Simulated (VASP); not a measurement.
Runs of VASP 6.6.1 on TaN. The structure is that of space group P6/mmm (No. 191), or close to it. The cells are those of the table. 

| cell | gap on the mesh (eV) | pressure (GPa) |
| --- | --- | --- |
| a = 4.789, b = 4.789, c = 2.787 Å, angles 90.0, 90.0, 120.0°, 6 atoms | none | (b) |
| a = 4.789, b = 4.789, c = 2.671 Å, angles 90.0, 90.0, 120.0°, 6 atoms | none | 140.1 |
| a = 4.789, b = 4.789, c = 3.020 Å, angles 90.0, 90.0, 120.0°, 6 atoms | none | (a) |
| a = 4.789, b = 4.789, c = 2.904 Å, angles 90.0, 90.0, 120.0°, 6 atoms | none | 68.7 |
| a = 4.997, b = 4.997, c = 2.671 Å, angles 90.0, 90.0, 120.0°, 6 atoms | none | 84.1 |

Alike in all rows: task single point; level PBEsol; potentials or basis VASP PAW PBE potentials, release 64 (Ta_pv, N); no spin polarisation; k mesh 12 × 12 × 16; cutoff (eV) 520; smearing gaussian 0.15 eV.

Task: Fill in the values left out.

Result: (a) 43.4; (b) 100.4.

Caveats: the PAW data sets were made with another functional, which shifts forces and pressure a little; spin-orbit coupling is left out, which moves the levels of the heavy elements; the stress differs along the axes, from 96 to 110 GPa (at least some runs); the stress differs along the axes, from 122 to 176 GPa (at least some runs); the stress differs along the axes, from 22 to 54 GPa (at least some runs); the stress differs along the axes, from 59 to 74 GPa (at least some runs); the stress differs along the axes, from 64 to 124 GPa (at least some runs).

A k mesh can miss the band edges, and the runs leave out spin-orbit coupling on Ta.

A gap of «none» marks levels without a gap at the run's occupations.
